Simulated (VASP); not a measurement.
# Sc2Al (Pnnm) in VASP: single point with r2SCAN

Aim: the single point of Sc2Al with r2SCAN.

All numbers are computed with VASP 6.6.1; they aren't measurements. Logs are shortened: lines on timing, memory, paths and dates and some standing lists are left out, and cuts for length are marked.

### Step 1. The cell of the first run

It takes space group Pnnm (No. 58, orthorhombic). Conventional cell: a = 5.741 Å, b = 5.915 Å, c = 3.864 Å, α = 90.00°, β = 90.00°, γ = 90.00°. Within 3.4 Å of Sc (site symmetry m) lie 3 Al at 2.49 to 2.54 Å and 1 Sc at 3.31 Å. Al (site symmetry 2/m) has 6 Sc at 2.49 to 2.54 Å within 3.3 Å.

### Step 2. Single point, r2SCAN

File POSCAR:

```
Sc2Al
1.0
    5.7406172669      0.0000000000      0.0000000000
    0.0000000000      5.9154117029      0.0000000000
    0.0000000000      0.0000000000      3.8638770065
Sc Al
4 2
Direct
    0.2250000000      0.8250000000      0.5000000000
    0.7250000000      0.6750000000      0.0000000000
    0.7750000000      0.1750000000      0.5000000000
    0.2750000000      0.3250000000      0.0000000000
    0.5000000000      0.5000000000      0.5000000000
    0.0000000000      0.0000000000      0.0000000000
```

File INCAR.step1:

```
ALGO = Normal
EDIFF = 1E-4
ENCUT = 520
GGA = PE
ISMEAR = 0
LASPH = True
LCHARG = False
LREAL = False
LWAVE = True
NBANDS = 34
NELM = 60
PREC = Accurate
SIGMA = 0.1
```

File INCAR.step2:

```
ALGO = Normal
EDIFF = 1E-6
ENCUT = 520
ISIF = 2
ISMEAR = 0
ISTART = 1
LASPH = True
LCHARG = False
LMIXTAU = True
LREAL = False
LWAVE = False
METAGGA = R2SCAN
NBANDS = 34
NELM = 60
PREC = Accurate
SIGMA = 0.1
```

File KPOINTS:

```
k-points
0
Gamma
  4 4 6
```

Potentials or basis: VASP PAW PBE potentials, release 64 (Sc_sv, Al).

Launch:

```sh
> cat potpaw_PBE.64/Sc_sv/POTCAR potpaw_PBE.64/Al/POTCAR > POTCAR
> cp INCAR.step1 INCAR
> mpirun -np 1 vasp_std > vasp.out
> cp INCAR.step2 INCAR
> mpirun -np 1 vasp_std > vasp.out
```

OUTCAR:

```text
EDIFF = 1E-6
   ENCUT = 520
   ISIF = 2
   ISMEAR = 0
   ISTART = 1
   LASPH = True
   LREAL = False
   METAGGA = R2SCAN
   NELM = 60
   PREC = Accurate

 ion  position               nearest neighbor table
   1  0.225  0.825  0.500-   5 2.49   6 2.54   6 2.54   3 3.31
   2  0.725  0.675  0.000-   6 2.49   5 2.54   5 2.54   4 3.31
   3  0.775  0.175  0.500-   5 2.49   6 2.54   6 2.54   1 3.31
   4  0.275  0.325  0.000-   6 2.49   5 2.54   5 2.54   2 3.31
   5  0.500  0.500  0.500-   1 2.49   3 2.49   2 2.54   4 2.54   2 2.54   4 2.54
   6  0.000  0.000  0.000-   2 2.49   4 2.49   3 2.54   1 2.54   1 2.54   3 2.54

  LATTYP: Found a simple orthorhombic cell.
 ALAT       =     3.8638770065
 B/A-ratio  =     1.4857142857
 C/A-ratio  =     1.5309523810

  Lattice vectors:

 A1 = (   0.0000000000,   0.0000000000,   3.8638770065)
 A2 = (   5.7406172669,   0.0000000000,   0.0000000000)
 A3 = (   0.0000000000,   5.9154117029,   0.0000000000)

Analysis of symmetry for initial positions (statically):
=====================================================================
 Subroutine PRICEL returns:
 Original cell was already a primitive cell.

 Routine SETGRP: Setting up the symmetry group for a
 simple orthorhombic supercell.

 Subroutine GETGRP returns: Found  8 space group operations
 (whereof  4 operations were pure point group operations)
 out of a pool of  8 trial point group operations.

The static configuration has the point symmetry C_2h.
 The point group associated with its full space group is D_2h.

Analysis of symmetry for dynamics (positions and initial velocities):
=====================================================================
 Subroutine PRICEL returns:
 Original cell was already a primitive cell.

 Routine SETGRP: Setting up the symmetry group for a
 simple orthorhombic supercell.

 Subroutine GETGRP returns: Found  8 space group operations
 (whereof  4 operations were pure point group operations)
 out of a pool of  8 trial point group operations.

The dynamic configuration has the point symmetry C_2h.
 The point group associated with its full space group is D_2h.

 Subroutine INISYM returns: Found  8 space group operations
 (whereof  4 operations are pure point group operations),
 and found     1 'primitive' translations

----------------------------------------------------------------------------------------

                                     Primitive cell
[... 102 lines left out ...]
   NSW    =      0    number of steps for IOM
   IBRION =     -1    ionic relax: 0-MD 1-quasi-New 2-CG
   NFREE  =      0    steps in history (QN), initial steepest desc. (CG)
   ISIF   =      2    stress and relaxation
   ISYM   =      2    0-nonsym 1-usesym 2-fastsym
   POTIM  = 0.5000    time-step for ionic-motion
   TEBEG  =    0.0;   TEEND  =   0.0 temperature during run
   PSTRESS=    0.0 pullay stress
   NELECT =      50.0000    total number of electrons
   NUPDOWN=      -1.0000    fix difference up-down
   EMIN   =  10.00;   EMAX   =-10.00  energy-range for DOS
   EFERMI =   0.00;   METHOD = LEGACY
   ISMEAR =     0;   SIGMA  =   0.10  broadening in eV -4-tet -1-fermi 0-gaus
   EFERMI_NEDOS =   21; number of points for ismear=-14 and -15
   IALGO  =     38    algorithm
   IMIX   =      4    mixing-type and parameters
     AMIX     =   0.40;   BMIX     =  1.00
     AMIX_MAG =   1.60;   BMIX_MAG =  1.00
  volume/ion in A,a.u.               =      21.87       147.57
  Fermi-wavevector in a.u.,A,eV,Ry     =   1.186887  2.242890 19.166523  1.408700
  Thomas-Fermi vector in A             =   2.323050
   LORBIT       =      0    0 simple, 1 ext, 2 COOP (PROOUT), +10 PAW based schemes
   METAGGA = R2SCAN    functional components
   LHFCALC =     F    Hartree Fock is set to
   AEXX    =    0.0000 exact exchange contribution
   IVDW    =     0    specifies the selected vdW correction
   LEPSILON=     F    determine dielectric tensor
   LRPA    =     F    only Hartree local field effects (RPA)
 non-spin polarized calculation
 Gauss-broadening in eV      SIGMA  =   0.10
  energy-cutoff  :      520.00
  volume of cell :      131.21
 maximum number of plane-waves:      3566
 NGX is ok and might be reduce to    48
   NGX = 21   NGY = 21   NGZ = 15

 number of electron      49.9999991 magnetization

 Free energy of the ion-electron system (eV)
  ---------------------------------------------------
  ext. energy  EPLUGINS =         0.00000000
  ---------------------------------------------------
  free energy    TOTEN  =       -55.41414654 eV

  energy without entropy =      -55.36997364  energy(sigma->0) =      -55.39206009

 E-fermi :   4.2663     XC(G=0): -10.4843

 val. band max:        4.2638620970   @ k =   0.5000   0.0000   0.3333
 cond. band min:       4.2702207354   @ k =   0.0000   0.5000   0.3333
 fundamental gap:      0.0063586384
 Fermi energy:         4.2662503639

 k-point     1 :       0.0000    0.0000    0.0000
  band No.  band energies     occupation
      1     -47.0116      2.00000
      2     -46.9854      2.00000
      3     -46.9839      2.00000
      4     -46.9812      2.00000
      5     -24.8219      2.00000
      6     -24.8010      2.00000
[... 877 lines left out ...]
     33       7.0711      0.00000
     34       7.0761      0.00000

 [... further k-points ...]

------------------------ aborting loop because EDIFF is reached ----------------------------------------

  FORCE on cell =-STRESS in cart. coord.  units (eV):
  Direction    XX          YY          ZZ          XY          YZ          ZX
  --------------------------------------------------------------------------------------
  -------------------------------------------------------------------------------------
  Total       14.8595006     16.1521181     14.3423762      0.0000000      0.0000000      0.0000000
  in kB      181.4462231    197.2301023    175.1317261      0.0000000      0.0000000      0.0000000
  external PRESSURE =     184.6026838 kB  Pullay stress =       0.0000000 kB

 VOLUME and BASIS-vectors are now :
 -----------------------------------------------------------------------------
  energy-cutoff  :      520.00
  volume of cell :      131.21
      direct lattice vectors                 reciprocal lattice vectors
     5.740617267  0.000000000  0.000000000     0.174197295  0.000000000  0.000000000
     0.000000000  5.915411703  0.000000000     0.000000000  0.169049941  0.000000000
     0.000000000  0.000000000  3.863877007     0.000000000  0.000000000  0.258807410

 POSITION                                       TOTAL-FORCE (eV/Angst)
 -----------------------------------------------------------------------------------
      1.29164      4.88021      1.93194         0.478203      0.248234      0.000000
      4.16195      3.99290      0.00000         0.478203     -0.248234      0.000000
      4.44898      1.03520      1.93194        -0.478203     -0.248234     -0.000000
      1.57867      1.92251      0.00000        -0.478203      0.248234     -0.000000
      2.87031      2.95771      1.93194        -0.000000      0.000000      0.000000
      0.00000      0.00000      0.00000        -0.000000      0.000000      0.000000
 -----------------------------------------------------------------------------------
    total drift:                                0.000000      0.000000      0.000000

  FREE ENERGIE OF THE ION-ELECTRON SYSTEM (eV)
  ---------------------------------------------------
  free  energy   TOTEN  =       -55.4141465423 eV

  energy  without entropy=      -55.3699736372  energy(sigma->0) =      -55.39206009
```

OUTCAR.step1:

```text
EDIFF = 1E-4
   ENCUT = 520
   GGA = PE
   ISMEAR = 0
[... 1129 lines left out ...]
      4.44898      1.03520      1.93194        -0.480477     -0.236199      0.000000
      1.57867      1.92251      0.00000        -0.480477      0.236199      0.000000
      2.87031      2.95771      1.93194         0.000000      0.000000      0.000000
      0.00000      0.00000      0.00000         0.000000      0.000000      0.000000
 -----------------------------------------------------------------------------------
    total drift:                                0.000000      0.000000      0.000000

  FREE ENERGIE OF THE ION-ELECTRON SYSTEM (eV)
  ---------------------------------------------------
  free  energy   TOTEN  =       -28.9727060387 eV

  energy  without entropy=      -28.9210473075  energy(sigma->0) =      -28.94687667
```

Wall time 8.5 min (1 thread of Intel Xeon Platinum 8259CL at 2.50GHz (Skylake/Cascade Lake), shared host); peak memory 0.34 GiB.

What came out:

```yaml
Free_energy: -55.4141 eV
Pressure: 18.5 GPa
Largest_force: 0.539 eV/Å
Band_gap_on_the_k_mesh: zero (bands 25 and 26 overlap by 0.85 eV)
```

Forces in eV/Å, atoms in the order of the input:
```
Sc   0.478  0.248  0.000
Sc   0.478 -0.248  0.000
Sc  -0.478 -0.248  0.000
Sc  -0.478  0.248  0.000
Al   0.000  0.000  0.000
Al   0.000  0.000  0.000
```

Caveat: the cell stands under pressure; the PAW data sets were made with another functional, which shifts forces and pressure a little.
